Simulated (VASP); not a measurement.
# SiAu3: single point with r2SCAN

Crystal: SiAu3.

```
CELL_PARAMETERS angstrom
0.00000 3.32897 3.32897
3.32897 0.00000 3.32897
3.32897 3.32897 0.00000
ATOMIC_POSITIONS crystal
Si 0.00000 0.00000 0.00000
Au 0.25000 0.25000 0.25000
Au 0.75000 0.75000 0.75000
Au 0.50000 0.50000 0.50000
```

| Item | Value |
| --- | --- |
| Program | VASP 6.6.1 |
| Task | single point |
| Functional | r2SCAN |
| Potentials or basis | VASP PAW PBE potentials, release 64 (Si, Au) |
| Cutoff | 520 eV |
| k mesh | 6 × 6 × 6 |
| Occupations | methfessel-paxton, width 0.2 eV |
| Spin | no spin polarisation |
| Dipole correction | no |
| Further INCAR settings | ALGO = Normal; EDIFF = 1e-06; NBANDS = 26 |

| Property | Result |
| --- | --- |
| Pressure | -7.3 GPa |
| Band gap on the k mesh | zero (an odd number of electrons rules out a gap without spin polarisation) |

Levels at points of the mesh, in eV from the Fermi level:
```
           k point  band 14  band 15  band 16  band 17  band 18  band 19  band 20  band 21  band 22  band 23
(0.00, 0.00, 0.00)    -3.63    -3.62    -3.62    -2.31     1.41     1.41     1.41     2.05     3.90     3.90
(0.50, 0.00, 0.00)    -3.77    -3.53    -3.53    -3.09    -0.92     1.26     1.26     2.45     2.82     2.82
(0.50, 0.50, 0.00)    -3.66    -3.25    -3.25    -3.12    -2.76    -2.76    -0.05     0.66     5.66     7.63
```

Wall time 2.1 min on 1 thread of Intel(R) Xeon(R) Platinum 8259CL CPU @ 2.50GHz (Skylake/Cascade Lake) (shared host), peak memory 0.22 GiB.

Caveat: the cell stands under tension; the PAW data sets were made with another functional, which shifts forces and pressure a little; spin-orbit coupling is left out, which moves the levels of the heavy elements.
